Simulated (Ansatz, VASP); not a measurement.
**One calculation of SrO, two programs**

Contents of POSCAR:

```
SrO
1.0
    0.0000000000      2.7922810265      2.8341652419
    2.7922810265      0.0000000000      2.8341652419
    2.7922810265      2.7922810265      0.0000000000
Sr O
1 1
Direct
    0.0000000000      0.0000000000      0.0000000000
    0.2500000000      0.2500000000      0.2500000000
```

The input INCAR.step1:

```
PREC = Accurate
ENCUT = 520
ISMEAR = 0
SIGMA = 0.01
LREAL = F
LASPH = T
NELM = 100
NBANDS = 15
GGA = PE
ALGO = Normal
EDIFF = 1E-4
LWAVE = T
LCHARG = F
```

File INCAR.step2:

```
PREC = Accurate
ENCUT = 520
EDIFF = 1E-6
ISMEAR = 0
SIGMA = 0.01
LREAL = F
LASPH = T
NELM = 100
ALGO = Normal
ISIF = 2
LWAVE = F
LCHARG = T
METAGGA = R2SCAN
LMIXTAU = T
LELF = T
LVHAR = T
NBANDS = 15
ISTART = 1
```

Contents of KPOINTS:

```
regular mesh
0
Gamma
  8 8 8
```

Input for Ansatz:

```yaml
crystal:
  lattice:
    - [0.0, 2.7922810265, 2.8341652419]
    - [2.7922810265, 0.0, 2.8341652419]
    - [2.7922810265, 2.7922810265, 0.0]
  atoms:
    - { symbol: Sr, position: [0.0, 0.0, 0.0] }
    - { symbol: O, position: [0.25, 0.25, 0.25] }
kpoints:
  mp_grid: { grid: [8, 8, 8] }
  band_path:
    path:
      - [0.0, 0.0, 0.0]
      - [-0.5, -0.5, 0.0]
      - [-0.375, -0.375, 0.25]
      - [-0.375, 0.0, 0.375]
      - [0.0, 0.0, 0.5]
      - [-0.5, -0.25, 0.25]
    npoints: 1
hamiltonian:
  xc: r2scan
scf:
  occupations: { method: fixed }
  n_extra_bands: 4
output:
  forces: true
  stress: true
  eigenvalues: true
```

Change from the starting cell: uniaxial_z strain +1.5%.

Alike in both runs: task single point; functional r2SCAN; k mesh 8 × 8 × 8; no spin polarisation.

|  | VASP | Ansatz |
| --- | --- | --- |
| version | VASP 6.6.1 | Ansatz 0.2.0 |
| potentials or method | VASP PAW PBE potentials, release 64 (Sr_sv, O) | plane waves, PAW |
| plane-wave cutoff (eV) | 520 | 500 |
| occupations | gaussian, width 0.01 eV | fixed |
| valence electrons in the cell | 16 | 16 |

```csv
,VASP,Ansatz,Ansatz less VASP
gap on the k mesh at the Fermi level (eV),2.86,2.84,-0.014
pressure (GPa),-0.5,-1.0,-0.44
"traceless stress, the component that is largest in VASP (GPa)",-0.12,-0.13,-0.006
```

VASP's potentials were made for PBE, not for r2SCAN.
